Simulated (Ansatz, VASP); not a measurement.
# AlRu in VASP and in Ansatz

Contents of INCAR:

```
  ALGO = Fast
  EDIFF = 1E-6
  ENCUT = 520
  GGA = CA
  ISIF = 2
  ISMEAR = 0
  LASPH = T
  LCHARG = T
  LELF = T
  LREAL = F
  LVHAR = T
  LWAVE = F
  NBANDS = 16
  NELM = 100
  PREC = Accurate
  SIGMA = 0.15
```

Contents of KPOINTS:

```
k-points
0
Gamma
  16 16 16
```

The input POSCAR:

```
AlRu
1.0
    2.8719360000      0.0000000000      0.0000000000
    0.0000000000      2.9916000000      0.0000000000
    0.0000000000      0.0000000000      2.9916000000
Al Ru
1 1
Direct
    0.0000000000      0.0000000000      0.0000000000
    0.5000000000      0.5000000000      0.5000000000
```

Input for Ansatz:

```yaml
crystal:
  lattice:
    - [2.871936, 0.0, 0.0]
    - [0.0, 2.9916, 0.0]
    - [0.0, 0.0, 2.9916]
  atoms:
    - { symbol: Al, position: [0.0, 0.0, 0.0] }
    - { symbol: Ru, position: [0.5, 0.5, 0.5] }
basis:
  ecutwfc: 420
kpoints:
  mp_grid: { grid: [16, 16, 16] }
hamiltonian:
  xc: lda
scf:
  occupations: { method: gaussian, width: 0.15 }
output:
  forces: true
  stress: true
  eigenvalues: true
  write_density: true
  write_potential: true
  elf: true
  volumetric_format: npy
```

Change from the starting cell: strain -0.0400 x Voigt [1, 0, 0, 0, 0, 0], atoms carried along.

Alike in both runs: task single point; functional LDA; k mesh 16 × 16 × 16; occupations gaussian, width 0.15 eV; no spin polarisation.

```csv
,VASP,Ansatz
version,VASP 6.6.1,Ansatz 0.2.0
potentials or method,"VASP PAW LDA potentials, release 64 (Al, Ru_pv), cutoff 520 eV","scalar-relativistic, plane waves, PAW"
valence electrons in the cell,17,19
```

```csv
,VASP,Ansatz,Ansatz less VASP
gap on the k mesh at the Fermi level (eV),none,none,-
pressure (GPa),1.4,0.9,-0.53
"traceless stress, the component that is largest in VASP (GPa)",5.34,5.31,-0.035
```

LDA's correlation is that of Perdew and Zunger in VASP and of Perdew and Wang (1992) in Ansatz. A gap of «none» marks a metal or a gap that the smearing closes. VASP's potentials hold 17 valence electrons a cell and Ansatz's 19, so a difference there can come from the potentials and not from the codes.
